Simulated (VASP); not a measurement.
# Al in VASP: a series of runs, part 2 of 2

VASP 6.6.1.

## Step 4: Relaxation of the atoms, LDA

INCAR reads:

```
PREC = Accurate
ENCUT = 520
EDIFF = 1E-6
ISMEAR = 0
SIGMA = 0.1
LREAL = Auto
LASPH = True
NELM = 60
ALGO = Fast
ISIF = 2
LWAVE = False
LCHARG = False
LDIPOL = True
IDIPOL = 3
DIPOL = 0.5 0.5 0.323
IBRION = 2
NSW = 36
EDIFFG = -0.025
KPAR = 4
```

KPOINTS reads:

```
Automatic mesh
0
Gamma
  5 4 1
```

POSCAR reads:

```
Al
1.0
    5.6343731020      0.0000000000      0.0000000000
    0.0000000000      7.9682068563      0.0000000000
    0.0000000000      0.0000000000     19.6723116275
Al
17
Selective dynamics
Direct
    0.2500000000      0.2500000000      0.2033314679  F F F
    0.2500000000      0.7500000000      0.2033314679  F F F
    0.7500000000      0.2500000000      0.2033314679  F F F
    0.7500000000      0.7500000000      0.2033314679  F F F
    0.0000000000      0.0000000000      0.2749343025  F F F
    0.0000000000      0.5000000000      0.2749343025  F F F
    0.5000000000      0.0000000000      0.2749343025  F F F
    0.5000000000      0.5000000000      0.2749343025  F F F
    0.2500000000      0.2500000000      0.3484027381  F F F
    0.2500000000      0.7500000000      0.3484027381  F F F
    0.7500000000      0.2500000000      0.3484027381  F F F
    0.7500000000      0.7500000000      0.3484027381  F F F
    0.0000000000      0.0000000000      0.4154220298  F F F
    0.0000000000      0.5000000000      0.4154220298  F F F
    0.5000000000      0.0000000000      0.4154220298  F F F
    0.5000000000      0.5000000000      0.4154220298  F F F
    0.2500000000      0.0000000000      0.5230887378  F F T
```

Potentials or basis: VASP PAW LDA potentials, release 64 (Al).

Launch:

```sh
cat potpaw_LDA.64/Al/POTCAR > POTCAR
mpirun -np 4 vasp_std > vasp.out
```

OUTCAR:

```text
PREC = Accurate
   ENCUT = 520
   EDIFF = 1E-6
   ISMEAR = 0
   LREAL = Auto
   LASPH = True
   NELM = 60
   ISIF = 2
   IBRION = 2
   NSW = 36
   EDIFFG = -0.025

 ion  position               nearest neighbor table
   1  0.250  0.250  0.203-   3 2.82   3 2.82   6 2.82   7 2.82   8 2.82   5 2.82   9 2.85
   2  0.250  0.750  0.203-   4 2.82   4 2.82   6 2.82   7 2.82   8 2.82   5 2.82  10 2.85
   3  0.750  0.250  0.203-   1 2.82   1 2.82   6 2.82   7 2.82   8 2.82   5 2.82  11 2.85
   4  0.750  0.750  0.203-   2 2.82   2 2.82   6 2.82   7 2.82   8 2.82   5 2.82  12 2.85
   5  0.000  0.000  0.275-  13 2.76   7 2.82   7 2.82   4 2.82   1 2.82   2 2.82   3 2.82  11 2.84
                            12 2.84   9 2.84  10 2.84
   6  0.000  0.500  0.275-  14 2.76   8 2.82   8 2.82   4 2.82   1 2.82   2 2.82   3 2.82  11 2.84
                            12 2.84   9 2.84  10 2.84
   7  0.500  0.000  0.275-  15 2.76   5 2.82   5 2.82   4 2.82   1 2.82   2 2.82   3 2.82  11 2.84
                            12 2.84   9 2.84  10 2.84
   8  0.500  0.500  0.275-  16 2.76   6 2.82   6 2.82   4 2.82   1 2.82   2 2.82   3 2.82  11 2.84
                            12 2.84   9 2.84  10 2.84
   9  0.250  0.250  0.348-  13 2.77  14 2.77  15 2.77  16 2.77  11 2.82  11 2.82   7 2.84   8 2.84
                             5 2.84   6 2.84   1 2.85
  10  0.250  0.750  0.348-  13 2.77  14 2.77  15 2.77  16 2.77  12 2.82  12 2.82   7 2.84   8 2.84
                             5 2.84   6 2.84   2 2.85
  11  0.750  0.250  0.348-  13 2.77  14 2.77  15 2.77  16 2.77   9 2.82   9 2.82   7 2.84   8 2.84
[... 5 lines left out ...]
  14  0.000  0.500  0.415-   6 2.76   9 2.77  10 2.77  11 2.77  12 2.77  16 2.82  16 2.82
  15  0.500  0.000  0.415-  17 2.54   7 2.76  10 2.77  11 2.77  12 2.77   9 2.77  13 2.82  13 2.82

  16  0.500  0.500  0.415-   8 2.76   9 2.77  10 2.77  11 2.77  12 2.77  14 2.82  14 2.82
[... 377 lines left out ...]

 dipolmoment           0.000000      0.000000      0.016997 electrons x Angstroem

 Free energy of the ion-electron system (eV)
  ---------------------------------------------------
  ext. energy  EPLUGINS =         0.00000000
  ---------------------------------------------------
  free energy    TOTEN  =       -63.77033364 eV

  energy without entropy =      -63.71937054  energy(sigma->0) =      -63.74485209

 E-fermi :  -0.3810     XC(G=0):  -4.4662

 val. band max:       -0.4074566700   @ k =   0.0000   0.2500   0.0000
 cond. band min:      -0.3807314534   @ k =   0.2000   0.2500   0.0000
 fundamental gap:      0.0267252166
 Fermi energy:        -0.3809581128

 k-point     1 :       0.0000    0.0000    0.0000
  band No.  band energies     occupation
      1     -10.8575      2.00000
      2      -8.6514      2.00000
      3      -8.5392      2.00000
      4      -8.4015      2.00000
      5      -6.4152      2.00000
      6      -6.3368      2.00000
[... 322 lines left out ...]
     33       1.4697      0.00000
     34       1.6251      0.00000

------------------------ aborting loop because EDIFF is reached ----------------------------------------

 vacuum level on the upper side and lower side of the slab       (xc-potential included)        -0.155        -0.165

  FORCE on cell =-STRESS in cart. coord.  units (eV):
  Direction    XX          YY          ZZ          XY          YZ          ZX
  --------------------------------------------------------------------------------------
  -------------------------------------------------------------------------------------
  Total      -10.0550467     -4.5686968     -0.8376416      0.0000000      0.0000000      0.0000000
  in kB      -18.2403462     -8.2878394     -1.5195228      0.0000000      0.0000000      0.0000000
  external PRESSURE =      -9.3492361 kB  Pullay stress =       0.0000000 kB
[... 32 lines left out ...]
  FREE ENERGIE OF THE ION-ELECTRON SYSTEM (eV)
  ---------------------------------------------------
  free  energy   TOTEN  =       -63.7703336443 eV

  energy  without entropy=      -63.7193705438  energy(sigma->0) =      -63.74485209

 reached required accuracy - stopping structural energy minimisation

 vacuum level on the upper side and lower side of the slab         3.765         3.750
```

CONTCAR:

```text
Al
   1.00000000000000
     5.6343731019999996    0.0000000000000000    0.0000000000000000
     0.0000000000000000    7.9682068563000001    0.0000000000000000
     0.0000000000000000    0.0000000000000000   19.6723116275000010
  Al
    17
Selective dynamics
Direct
     0.2500000000000000    0.2500000000000000    0.2033314679000000   F   F   F
     0.2500000000000000    0.7500000000000000    0.2033314679000000   F   F   F
     0.7500000000000000    0.2500000000000000    0.2033314679000000   F   F   F
     0.7500000000000000    0.7500000000000000    0.2033314679000000   F   F   F
     0.0000000000000000    0.0000000000000000    0.2749343025000002   F   F   F
     0.0000000000000000    0.5000000000000000    0.2749343025000002   F   F   F
[... 8 lines left out ...]
     0.5000000000000000    0.0000000000000000    0.4154220297999984   F   F   F
     0.5000000000000000    0.5000000000000000    0.4154220297999984   F   F   F
     0.2500000000000000    0.0000000000000000    0.5295587534222944   F   F   T

  0.00000000E+00  0.00000000E+00  0.00000000E+00
  0.00000000E+00  0.00000000E+00  0.00000000E+00
  0.00000000E+00  0.00000000E+00  0.00000000E+00
  0.00000000E+00  0.00000000E+00  0.00000000E+00
  0.00000000E+00  0.00000000E+00  0.00000000E+00
  0.00000000E+00  0.00000000E+00  0.00000000E+00
[... 9 lines left out ...]
  0.00000000E+00  0.00000000E+00  0.00000000E+00
  0.00000000E+00  0.00000000E+00  0.00000000E+00
```

Run time: 12 min. Hardware: 4 MPI ranks of Oxide Virtual Turin-like, shared host; peak memory 0.7 GiB.

What came out:

* Free energy: -63.7703 eV
* Energy gained by relaxing: 2.2 meV/atom
* Ionic steps: 4
* Band gap on the k mesh: zero (an odd number of electrons rules out a gap without spin polarisation)

The path:
```csv
step,energy change (eV),largest force on free atoms (eV/Å),pressure (GPa)
1,0.0000,0.6094,-0.82
2,-0.0156,0.4494,-0.85
3,-0.0364,0.0703,-0.92
4,-0.0370,0.0059,-0.93
```

Final structure:
```
Al
1.0
     5.63437    0.00000    0.00000
     0.00000    7.96821    0.00000
     0.00000    0.00000   19.67231
Al
17
Cartesian
  1.4086 1.9921 4.0000
  1.4086 5.9762 4.0000
  4.2258 1.9921 4.0000
  4.2258 5.9762 4.0000
  0.0000 0.0000 5.4086
  0.0000 3.9841 5.4086
  2.8172 0.0000 5.4086
  2.8172 3.9841 5.4086
  1.4086 1.9921 6.8539
  1.4086 5.9762 6.8539
  4.2258 1.9921 6.8539
  4.2258 5.9762 6.8539
  0.0000 0.0000 8.1723
  0.0000 3.9841 8.1723
  2.8172 0.0000 8.1723
  2.8172 3.9841 8.1723
  1.4086 0.0000 10.4176
```

Levels at points of the mesh, in eV from the Fermi level:
```
           k point  band 23  band 24  band 25  band 26  band 27  band 28
(0.00, 0.00, 0.00)    -0.97    -0.80    -0.55    -0.46    -0.19     0.16
(0.00, 0.50, 0.00)    -0.89    -0.89    -0.66    -0.56     0.12     0.29
```

## Step 5: The runs side by side

```csv
task,cell,atoms held along some axes (from 0),gap on the mesh (eV),largest force (eV/Å)
single point,"as given, atomic positions A",-,none,0.47
single point,"as given, atomic positions B",-,none,0.64
relaxation of the atoms,"atoms relaxed, atomic positions C",atom 16 along a and b,none,-
```

Alike in all rows: level LDA; potentials or basis VASP PAW LDA potentials, release 64 (Al); no spin polarisation; k mesh 5 × 4 × 1; cutoff (eV) 520; smearing gaussian 0.1 eV.

Absolute energies hang on the potentials; compare differences alone.

The gap in the log of VASP goes by the Fermi energy; the results here count the filled bands.